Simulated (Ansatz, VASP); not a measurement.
# Two plane-wave programs on Ca

INCAR

```
PREC = Accurate ; ENCUT = 520
EDIFF = 1E-7 ; ISMEAR = -1
SIGMA = 0.1 ; LREAL = F
LASPH = T ; NELM = 100
ALGO = Normal ; ISIF = 2
LWAVE = F ; LCHARG = F
GGA = RE ; NBANDS = 11
```

Contents of KPOINTS:

```
Automatic mesh
0
Gamma
  16 16 16
```

File POSCAR:

```
Ca
1.0
    0.0000000000      2.8373550071      2.8373550071
    2.8373550071      0.0000000000      2.8373550071
    2.8373550071      2.8373550071      0.0000000000
Ca
1
Direct
    0.0000000000      0.0000000000      0.0000000000
```

Input for Ansatz:

```yaml
crystal:
  lattice:
    - [0.0, 2.8373550071, 2.8373550071]
    - [2.8373550071, 0.0, 2.8373550071]
    - [2.8373550071, 2.8373550071, 0.0]
  atoms:
    - { symbol: Ca, position: [0.0, 0.0, 0.0] }
hamiltonian:
  xc: revpbe
  pseudopotentials:
    kind: paw
    azcp:
      Ca: "pseudopotentials/Ca.paw.azcp"
basis:
  ecutwfc: 420
  fft_grid_basis: typed
kpoints:
  mp_grid: { grid: [16, 16, 16], shift: [0, 0, 0] }
magnetization:
  spin_polarized: false
scf:
  occupations: { method: fermi_dirac, width: 0.1 }
output:
  stress: true
```

Alike in both runs: task single point; functional revPBE; k mesh 16 × 16 × 16; occupations fermi-dirac, width 0.1 eV; no spin polarisation.

|  | VASP | Ansatz |
| --- | --- | --- |
| version | VASP 6.6.1 | Ansatz 0.2.0 |
| potentials or method | VASP PAW PBE potentials, release 64 (Ca_sv), cutoff 520 eV | plane waves (420 eV) with PAW, scalar-relativistic |
| valence electrons in the cell | 10 | 10 |

|  | VASP | Ansatz | Ansatz less VASP |
| --- | --- | --- | --- |
| pressure (GPa) | -0.6 | -0.6 | -0.01 |

VASP's potentials were made for PBE, not for revPBE.
